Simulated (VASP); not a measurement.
A run of VASP 6.6.1 is set up as follows.

The input INCAR:

```
PREC = Accurate
ENCUT = 520
EDIFF = 1E-7
ISMEAR = 0
SIGMA = 0.05
LREAL = F
LASPH = T
NELM = 80
ALGO = Normal
ISIF = 2
LWAVE = F
LCHARG = T
LELF = T
LVHAR = T
NBANDS = 16
```

KPOINTS

```
regular mesh
0
Gamma
  9 9 6
```

POSCAR

```
AlN
1.0
    3.1403243997      0.0000000000      0.0000000000
   -1.5701621999      2.7196007063      0.0000000000
    0.0000000000      0.0000000000      5.0263297624
Al N
2 2
Direct
    0.3429784478      0.6859568955      0.0015212672
    0.6570215522      0.3140431045      0.5015212672
    0.3247266867      0.6494533735      0.3834787328
    0.6752733133      0.3505466265      0.8834787328
```

Potentials or basis: VASP PAW LDA potentials, release 64 (Al, N).

Launch:

```sh
$ cat potpaw_LDA.64/Al/POTCAR potpaw_LDA.64/N/POTCAR > POTCAR
$ mpirun -np 1 vasp_std > vasp.out
```

Problem. Estimate the pressure.

Solution. -9.1 GPa.

Problem. Estimate the band gap on the k mesh.

Solution. 3.95 eV, direct.

Problem. Estimate the largest force.

Solution. 0.304 eV/Å.

Stress tensor (GPa, compression positive):
```
-9.00  0.00  0.00
 0.00 -9.75  0.00
 0.00  0.00 -8.60
```

A k mesh can miss the band edges. A hybrid or GW would open this gap; LDA tends to underestimate it.
